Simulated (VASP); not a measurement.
# SiNi (P2_12_12_1) in VASP: notebook

Runs on SiNi. Level: PBEsol. Tasks: single point.

Program: VASP 6.6.1. These are calculated values, not measurements. Logs are shortened: lines on timing, memory, paths and dates and some standing lists are left out, and cuts for length are marked.

### 1 The cell of the first run

The structure is orthorhombic, space group P2_12_12_1 (No. 19). Conventional cell: a = 4.111 Å, b = 4.289 Å, c = 4.289 Å, α = 90.00°, β = 90.00°, γ = 90.00°. Within 2.9 Å of Si (site symmetry 1) lie 7 Ni at 2.21 to 2.32 Å and 6 Si at 2.58 to 2.64 Å. Ni (site symmetry 1) has 7 Si at 2.21 to 2.32 Å and 6 Ni at 2.57 to 2.63 Å within 2.9 Å.

### 2 Single point, PBEsol (strain -0.040 along x and y, -0.080 along z)

INCAR

```
PREC = Accurate
ENCUT = 520
EDIFF = 1E-7
ISMEAR = 0
SIGMA = 0.15
LREAL = False
LASPH = True
NELM = 100
ALGO = Normal
ISIF = 2
LWAVE = False
LCHARG = True
GGA = PS
LELF = True
LVHAR = True
NBANDS = 38
```

KPOINTS

```
regular mesh
0
Gamma
  10 10 10
```

POSCAR

```
SiNi
1.0
    4.2892579269      0.0000000000      0.0000000000
    0.0000000000      4.2892579269      0.0000000000
    0.0000000000      0.0000000000      4.1105388466
Si Ni
4 4
Direct
    0.8464645187      0.8464645187      0.8464645187
    0.6535354813      0.1535354813      0.3464645187
    0.3464645187      0.6535354813      0.1535354813
    0.1535354813      0.3464645187      0.6535354813
    0.1489904732      0.1489904732      0.1489904732
    0.3510095268      0.8510095268      0.6489904732
    0.6489904732      0.3510095268      0.8510095268
    0.8510095268      0.6489904732      0.3510095268
```

Potentials or basis: VASP PAW PBE potentials, release 64 (Si, Ni).

Started as:

```sh
$ cat potpaw_PBE.64/Si/POTCAR potpaw_PBE.64/Ni/POTCAR > POTCAR
$ mpirun -np 1 vasp_std > vasp.out
```

OUTCAR:

```text
PREC = Accurate
   ENCUT = 520
   EDIFF = 1E-7
   ISMEAR = 0
   LREAL = False
   LASPH = True
   NELM = 100
   ISIF = 2
   GGA = PS

 ion  position               nearest neighbor table
   1  0.846  0.846  0.846-   8 2.21   5 2.22   8 2.24   6 2.27   7 2.29   6 2.31   7 2.32   2 2.58
                             2 2.58   3 2.62   3 2.62   4 2.64   4 2.64
   2  0.654  0.154  0.346-   7 2.21   6 2.22   7 2.24   5 2.27   8 2.29   5 2.31   8 2.32   1 2.58
                             1 2.58   4 2.62   4 2.62   3 2.64   3 2.64
   3  0.346  0.654  0.154-   6 2.21   7 2.22   6 2.24   8 2.27   5 2.29   8 2.31   5 2.32   4 2.58
                             4 2.58   1 2.62   1 2.62   2 2.64   2 2.64
   4  0.154  0.346  0.654-   5 2.21   8 2.22   5 2.24   7 2.27   6 2.29   7 2.31   6 2.32   3 2.58
                             3 2.58   2 2.62   2 2.62   1 2.64   1 2.64
   5  0.149  0.149  0.149-   4 2.21   1 2.22   4 2.24   2 2.27   3 2.29   2 2.31   3 2.32   6 2.57
                             6 2.57   7 2.62   7 2.62   8 2.63   8 2.63
   6  0.351  0.851  0.649-   3 2.21   2 2.22   3 2.24   1 2.27   4 2.29   1 2.31   4 2.32   5 2.57
                             5 2.57   8 2.62   8 2.62   7 2.63   7 2.63
   7  0.649  0.351  0.851-   2 2.21   3 2.22   2 2.24   4 2.27   1 2.29   4 2.31   1 2.32   8 2.57
                             8 2.57   5 2.62   5 2.62   6 2.63   6 2.63
   8  0.851  0.649  0.351-   1 2.21   4 2.22   1 2.24   3 2.27   2 2.29   3 2.31   2 2.32   7 2.57
                             7 2.57   6 2.62   6 2.62   5 2.63   5 2.63

  LATTYP: Found a simple tetragonal cell.
 ALAT       =     4.2892579269
 C/A-ratio  =     0.9583333333

  Lattice vectors:

 A1 = (   4.2892579269,   0.0000000000,   0.0000000000)
 A2 = (   0.0000000000,   4.2892579269,   0.0000000000)
 A3 = (   0.0000000000,   0.0000000000,   4.1105388466)

Analysis of symmetry for initial positions (statically):
=====================================================================
 Subroutine PRICEL returns:
 Original cell was already a primitive cell.

 Routine SETGRP: Setting up the symmetry group for a
 simple tetragonal supercell.

 Subroutine GETGRP returns: Found  4 space group operations
 (whereof  1 operations were pure point group operations)
 out of a pool of 16 trial point group operations.

The static configuration has the point symmetry C_1 .
 The point group associated with its full space group is D_2 .

Analysis of symmetry for dynamics (positions and initial velocities):
=====================================================================
 Subroutine PRICEL returns:
 Original cell was already a primitive cell.

[... 127 lines left out ...]
   ISYM   =      2    0-nonsym 1-usesym 2-fastsym
   POTIM  = 0.5000    time-step for ionic-motion
   TEBEG  =    0.0;   TEEND  =   0.0 temperature during run
   PSTRESS=    0.0 pullay stress
   NELECT =      56.0000    total number of electrons
   NUPDOWN=      -1.0000    fix difference up-down
   EMIN   =  10.00;   EMAX   =-10.00  energy-range for DOS
   EFERMI =   0.00;   METHOD = LEGACY
   ISMEAR =     0;   SIGMA  =   0.15  broadening in eV -4-tet -1-fermi 0-gaus
   EFERMI_NEDOS =   21; number of points for ismear=-14 and -15
   IALGO  =     38    algorithm
   IMIX   =      4    mixing-type and parameters
     AMIX     =   0.40;   BMIX     =  1.00
     AMIX_MAG =   1.60;   BMIX_MAG =  1.00
  volume/ion in A,a.u.               =       9.45        63.79
  Fermi-wavevector in a.u.,A,eV,Ry     =   1.481096  2.798865 29.846348  2.193645
  Thomas-Fermi vector in A             =   2.595048
   LORBIT       =      0    0 simple, 1 ext, 2 COOP (PROOUT), +10 PAW based schemes
   GGA     = PS    functional components
   LHFCALC =     F    Hartree Fock is set to
   AEXX    =    0.0000 exact exchange contribution
   IVDW    =     0    specifies the selected vdW correction
   LEPSILON=     F    determine dielectric tensor
   LRPA    =     F    only Hartree local field effects (RPA)
 non-spin polarized calculation
 Gauss-broadening in eV      SIGMA  =   0.15
  energy-cutoff  :      520.00
  volume of cell :       75.62
 maximum number of plane-waves:      2064
   NGX = 15   NGY = 15   NGZ = 15

 number of electron      56.0000031 magnetization

 Free energy of the ion-electron system (eV)
  ---------------------------------------------------
  ext. energy  EPLUGINS =         0.00000000
  ---------------------------------------------------
  free energy    TOTEN  =       -49.72417095 eV

  energy without entropy =      -49.69992417  energy(sigma->0) =      -49.71204756

 E-fermi :  15.2357     XC(G=0): -13.6465

 val. band max:       15.2355735895   @ k =   0.0000   0.3000   0.1000
 cond. band min:      15.2459042125   @ k =   0.2000   0.0000   0.2000
 fundamental gap:      0.0103306230
 Fermi energy:        15.2356732982

 k-point     1 :       0.0000    0.0000    0.0000
  band No.  band energies     occupation
      1      -1.0618      2.00000
      2       4.8516      2.00000
      3       5.0530      2.00000
      4       5.1796      2.00000
      5       7.4057      2.00000
      6       7.5046      2.00000
[... 973 lines left out ...]
     37      21.0405      0.00000
     38      21.2275      0.00000

 [... further k-points ...]

------------------------ aborting loop because EDIFF is reached ----------------------------------------

  FORCE on cell =-STRESS in cart. coord.  units (eV):
  Direction    XX          YY          ZZ          XY          YZ          ZX
  --------------------------------------------------------------------------------------
  -------------------------------------------------------------------------------------
  Total       21.4178114     21.4686474     27.2367566      0.0000000      0.0000000      0.0000000
  in kB      453.7562189    454.8332276    577.0359754      0.0000000      0.0000000      0.0000000
  external PRESSURE =     495.2084740 kB  Pullay stress =       0.0000000 kB

 VOLUME and BASIS-vectors are now :
 -----------------------------------------------------------------------------
  energy-cutoff  :      520.00
  volume of cell :       75.62
      direct lattice vectors                 reciprocal lattice vectors
     4.289257927  0.000000000  0.000000000     0.233140561  0.000000000  0.000000000
     0.000000000  4.289257927  0.000000000     0.000000000  0.233140561  0.000000000
     0.000000000  0.000000000  4.110538847     0.000000000  0.000000000  0.243277107

 POSITION                                       TOTAL-FORCE (eV/Angst)
 -----------------------------------------------------------------------------------
      3.63070      3.63070      3.47943        -0.044605      0.237502      0.048755
      2.80318      0.65855      1.42416         0.044605     -0.237502      0.048755
      1.48608      2.80318      0.63111        -0.044605     -0.237502     -0.048755
      0.65855      1.48608      2.68638         0.044605      0.237502     -0.048755
      0.63906      0.63906      0.61243         0.262825     -0.106994      0.110569
      1.50557      3.65020      2.66770        -0.262825      0.106994      0.110569
      2.78369      1.50557      3.49811         0.262825      0.106994     -0.110569
      3.65020      2.78369      1.44284        -0.262825     -0.106994     -0.110569
 -----------------------------------------------------------------------------------
    total drift:                                0.000000      0.000000     -0.000000

  FREE ENERGIE OF THE ION-ELECTRON SYSTEM (eV)
  ---------------------------------------------------
  free  energy   TOTEN  =       -49.7241709463 eV

  energy  without entropy=      -49.6999241707  energy(sigma->0) =      -49.71204756
```

OSZICAR:

```text
N       E                     dE             d eps       ncg     rms          rms(c)
DAV:   1     0.396304082055E+03    0.39630E+03   -0.24356E+04 16416   0.186E+03
DAV:   2    -0.203449875716E+02   -0.41665E+03   -0.39839E+03 16422   0.391E+02
DAV:   3    -0.555875986798E+02   -0.35243E+02   -0.34067E+02 18156   0.134E+02
DAV:   4    -0.567514893071E+02   -0.11639E+01   -0.11558E+01 19952   0.231E+01
DAV:   5    -0.567861990279E+02   -0.34710E-01   -0.34697E-01 20298   0.377E+00    0.348E+01
DAV:   6    -0.587771094477E+02   -0.19909E+01   -0.99706E+01 19516   0.149E+02    0.270E+01
DAV:   7    -0.497301327505E+02    0.90470E+01   -0.35956E+01 19060   0.100E+02    0.865E+00
DAV:   8    -0.498643849274E+02   -0.13425E+00   -0.32802E+00 19366   0.979E+00    0.416E+00
DAV:   9    -0.497247564336E+02    0.13963E+00   -0.36160E-01 20078   0.915E+00    0.823E-01
DAV:  10    -0.497251950701E+02   -0.43864E-03   -0.32446E-02 18566   0.121E+00    0.376E-01
DAV:  11    -0.497242552420E+02    0.93983E-03   -0.20484E-03 26510   0.647E-01    0.904E-02
DAV:  12    -0.497241921216E+02    0.63120E-04   -0.27859E-04 18946   0.115E-01    0.567E-02
DAV:  13    -0.497241720185E+02    0.20103E-04   -0.98451E-05 25828   0.103E-01    0.196E-02
DAV:  14    -0.497241708563E+02    0.11622E-05   -0.20059E-05 25126   0.566E-02    0.651E-03
DAV:  15    -0.497241709463E+02   -0.90079E-07   -0.96541E-07 18488   0.887E-03
   1 F= -.49724171E+02 E0= -.49712048E+02  d E =-.242468E-01
```

It took 3 min on 1 thread of Intel Xeon 6975P-C (Granite Rapids), shared host; peak memory 0.53 GiB.

Results:

```yaml
Free_energy: -49.7242 eV
Pressure: 49.5 GPa
Largest_force: 0.305 eV/Å
Band_gap_on_the_k_mesh: zero (bands 28 and 29 overlap by 1.51 eV)
```

Forces on the atoms (eV/Å):
```
Si  -0.045  0.238  0.049
Si   0.045 -0.238  0.049
Si  -0.045 -0.238 -0.049
Si   0.045  0.238 -0.049
Ni   0.263 -0.107  0.111
Ni  -0.263  0.107  0.111
Ni   0.263  0.107 -0.111
Ni  -0.263 -0.107 -0.111
```

Levels at points of the mesh, in eV from the Fermi level:
```tsv
k point	band 25	band 26	band 27	band 28	band 29	band 30	band 31	band 32
(0.00, 0.00, 0.00)	-2.21	-2.16	-2.14	1.25	1.29	1.38	1.46	1.58
(0.50, 0.00, 0.00)	-2.70	-2.70	-1.03	-1.03	0.06	0.06	3.09	3.09
(0.00, 0.50, 0.00)	-2.62	-2.62	-0.79	-0.79	-0.24	-0.24	3.03	3.03
(0.50, 0.50, 0.00)	-2.05	-2.05	-1.19	-1.19	0.71	0.71	1.31	1.31
(0.00, 0.00, 0.50)	-2.72	-2.72	-0.97	-0.97	-0.24	-0.24	2.77	2.77
(0.50, 0.00, 0.50)	-2.13	-2.13	-1.39	-1.39	0.50	0.50	0.82	0.82
(0.00, 0.50, 0.50)	-2.12	-2.12	-1.35	-1.35	0.44	0.44	0.76	0.76
(0.50, 0.50, 0.50)	-2.39	-2.39	-2.39	-2.39	4.73	4.73	4.73	4.73
```

Caveat: the cell differs from its parent crystal (strain -0.040 along x and y, -0.080 along z); the cell stands under pressure; the PAW data sets were made with another functional, which shifts forces and pressure a little. Spin polarisation is off, so any magnetic state and its effect on volume and gap are missing.

### 3 Single point, PBEsol (strain -0.040 along x and y, +0.000 along z)

INCAR

```
ALGO = Normal
EDIFF = 1E-7
ENCUT = 520
GGA = PS
ISIF = 2
ISMEAR = 0
LASPH = T
LCHARG = T
LELF = T
LREAL = F
LVHAR = T
LWAVE = F
NBANDS = 38
NELM = 80
PREC = Accurate
SIGMA = 0.15
```

KPOINTS

```
k-points
0
Gamma
  10 10 10
```

Edit POSCAR of step 2 so:

```diff
@@ -4,3 +4,3 @@
     0.0000000000      4.2892579269      0.0000000000
-    0.0000000000      0.0000000000      4.1105388466
+    0.0000000000      0.0000000000      4.4679770072
 Si Ni
```

Potentials or basis: VASP PAW PBE potentials, release 64 (Si, Ni).

Started as:

```sh
$ cat potpaw_PBE.64/Si/POTCAR potpaw_PBE.64/Ni/POTCAR > POTCAR
$ mpirun -np 1 vasp_std > vasp.out
```

Run time: 8.3 min. Hardware: 1 thread of Intel Xeon Platinum 8375C at 2.90GHz (Ice Lake), shared host; peak memory 0.56 GiB.

The run converged. Its results:

```
Free energy            : -51.1328 eV
Pressure               : 20.5 GPa
Largest force          : 0.178 eV/Å
Band gap on the k mesh : zero (bands 28 and 29 overlap by 1.50 eV)
```

Forces on the atoms (eV/Å):
```
Si   0.144 -0.044  0.029
Si  -0.144  0.044  0.029
Si   0.144  0.044 -0.029
Si  -0.144 -0.044 -0.029
Ni  -0.090  0.147  0.045
Ni   0.090 -0.147  0.045
Ni  -0.090 -0.147 -0.045
Ni   0.090  0.147 -0.045
```

Stress tensor (GPa, compression positive):
```
22.78  0.00  0.00
 0.00 22.79  0.00
 0.00  0.00 15.92
```

Levels at points of the mesh, in eV from the Fermi level:
| k point | band 24 | band 25 | band 26 | band 27 | band 28 | band 29 | band 30 | band 31 | band 32 | band 33 |
| --- | --- | --- | --- | --- | --- | --- | --- | --- | --- | --- |
| (0.00, 0.00, 0.00) | -2.66 | -1.93 | -1.92 | -1.88 | 1.18 | 1.20 | 1.26 | 1.29 | 1.51 | 2.02 |
| (0.50, 0.00, 0.00) | -2.55 | -2.34 | -2.34 | -0.70 | -0.70 | -0.33 | -0.33 | 2.85 | 2.85 | 2.97 |
| (0.00, 0.50, 0.00) | -2.52 | -2.40 | -2.40 | -0.91 | -0.91 | -0.08 | -0.08 | 2.88 | 2.88 | 3.12 |
| (0.50, 0.50, 0.00) | -2.93 | -1.87 | -1.87 | -1.24 | -1.24 | 0.32 | 0.32 | 0.62 | 0.62 | 4.46 |
| (0.00, 0.00, 0.50) | -2.48 | -2.31 | -2.31 | -0.74 | -0.74 | -0.09 | -0.09 | 2.88 | 2.88 | 3.37 |
| (0.50, 0.00, 0.50) | -2.83 | -1.81 | -1.81 | -1.08 | -1.08 | 0.51 | 0.51 | 1.05 | 1.05 | 3.89 |
| (0.00, 0.50, 0.50) | -2.82 | -1.81 | -1.81 | -1.10 | -1.10 | 0.55 | 0.55 | 1.11 | 1.11 | 3.48 |
| (0.50, 0.50, 0.50) | -3.09 | -2.10 | -2.10 | -2.10 | -2.10 | 4.42 | 4.42 | 4.42 | 4.42 | 4.95 |

Caveat: the cell differs from its parent crystal (strain -0.040 along x and y, +0.000 along z); the cell stands under pressure; the PAW data sets were made with another functional, which shifts forces and pressure a little. Spin polarisation is off, so any magnetic state and its effect on volume and gap are missing.
